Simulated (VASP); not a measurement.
Set up this calculation in VASP 6.6.1, as the native input.

| Quantity | Value |
| --- | --- |
| Task | relaxation of shape and atoms at fixed volume |
| Functional | PBE |
| Potentials or basis | VASP PAW PBE potentials, release 64 (C, O) |
| Cutoff | 600 eV |
| k mesh | 8 × 8 × 8 |
| Occupations | gaussian, width 0.02 eV |
| Spin | no spin polarisation |
| Dipole correction | no |
| Further INCAR settings | ALGO = Normal; EDIFF = 1e-06; IBRION = 2; EDIFFG = -0.01; NSW = 50; ISIF = 4 |

The structure of CO2 lies in POSCAR:

```
CO2
1.0
   -1.9624591313      1.9624591313      2.9610198255
    1.9624591313     -1.9624591313      2.9610198255
    1.9624591313      1.9624591313     -2.9610198255
C O
2 4
Direct
    0.0000000000      0.0000000000      0.0000000000
    0.7500000000      0.2500000000      0.5000000000
    0.3750000000      0.2893001686      0.4143001686
    0.7106998314      0.1250000000      0.0856998314
    0.8750000000      0.9606998314      0.5856998314
    0.0393001686      0.6250000000      0.9143001686
```

This cell differs from its parent crystal: volume scaled by 0.97.

These files were run (other wordings do the same):

INCAR

```
ALGO = Normal ; EDIFF = 1E-6
EDIFFG = -0.01 ; ENCUT = 600
GGA = PE ; IBRION = 2
ISIF = 4 ; ISMEAR = 0
LASPH = T ; LCHARG = F
LREAL = F ; LWAVE = F
NELM = 60 ; NSW = 50
PREC = Accurate ; SIGMA = 0.02
```

KPOINTS

```
k-points
0
Gamma
  8 8 8
```

Potentials or basis: VASP PAW PBE potentials, release 64 (C, O).

Command:

```bash
$ cat potpaw_PBE.64/C/POTCAR potpaw_PBE.64/O/POTCAR > POTCAR
$ mpirun -np 1 vasp_std > vasp.out
```

It gave:

| Property | Result |
| --- | --- |
| Energy gained by relaxing | 3.9 meV/atom |
| Ionic steps | 5 |
| Pressure after relaxing | 4.7 GPa |
| Band gap on the k mesh | 7.67 eV, indirect (least direct gap 8.06 eV) |

It took 2.8 min on 1 thread of Oxide Virtual Turin-like Processor, with other jobs on the host, peak memory 0.17 GiB.
